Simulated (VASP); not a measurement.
A run of VASP 6.6.1 is set up as follows.

Contents of INCAR:

```
PREC = Accurate
ENCUT = 520
EDIFF = 1E-6
ISMEAR = -4
SIGMA = 0.1
LREAL = False
LASPH = True
NELM = 150
ALGO = Normal
ISIF = 2
LWAVE = False
LCHARG = True
ISPIN = 2
MAGMOM = 0 0
LORBIT = 11
GGA = PE
LELF = True
LVHAR = True
NBANDS = 15
ISYM = 0
```

Contents of KPOINTS:

```
Automatic mesh
0
Gamma
  4 8 2
```

The input POSCAR:

```
BeS
1.0
    0.0000000000      2.4351516489      2.4351516489
    2.4351516489      0.0000000000      2.4351516489
    2.4351516489      2.4351516489      0.0000000000
Be S
1 1
Direct
    0.0000000000      0.0000000000      0.0000000000
    0.7500000000      0.7500000000      0.7500000000
```

Potentials or basis: VASP PAW PBE potentials, release 64 (Be, S).

The run is started by

```sh
$ cat potpaw_PBE.64/Be/POTCAR potpaw_PBE.64/S/POTCAR > POTCAR
$ mpirun -np 1 vasp_std > vasp.out
```

**Question.** Estimate the pressure.

**Answer.** 2.3 GPa.

**Question.** Estimate the band gap on the k mesh.

**Answer.** 3.10 eV, indirect (least direct gap 5.63 eV).

Stress tensor (GPa, compression positive):
```
 4.07  4.09 -0.21
 4.09  4.07  0.21
-0.21  0.21 -1.25
```

Caveat: the k points lie up to 1.12 Å⁻¹ apart. Expect the measured gap to be larger: semilocal functionals such as PBE lack the derivative discontinuity.
